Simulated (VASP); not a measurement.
The system is TiCo3.

```
Ti Co
1.0
     3.80046    0.00000    0.00000
     0.00000    3.80046    0.00000
     0.00000    0.00000    3.80046
Ti Co
1 3
Direct
  0.00000 0.00000 0.00000
  0.00000 0.50000 0.50000
  0.50000 0.00000 0.50000
  0.50000 0.50000 0.00000
```

Base run:

```yaml
Program: VASP 6.6.1
Functional: PBEsol
Potentials_or_basis: VASP PAW PBE potentials, release 64 (Ti_sv, Co)
Cutoff: 520 eV
k_mesh: 12 × 12 × 12
Occupations: gaussian, width 0.15 eV
Spin: collinear spin, ferromagnetic start
Starting_moments: "[1.0, 2.2, 2.2, 2.2] μB"
Fixed_moment: 7.6 μB
```

Its results: pressure -12.0 GPa; site moments Ti +0.75; Co +2.15 μB.

Question: The run is repeated on the same cell with these changes: fixed moment from 7.6 μB to 6.08 μB; moments at the start from [1.0, 2.2, 2.2, 2.2] to [0.8, 1.76, 1.76, 1.76]. What comes out?

Answer: Pressure -17.5 GPa; site moments Ti +0.19; Co +1.91 μB.

Caveats: the cell stands under tension; the PAW data sets were made with another functional, which shifts forces and pressure a little; the total moment is fixed, so each spin has its own Fermi level and the state may be an excited one.
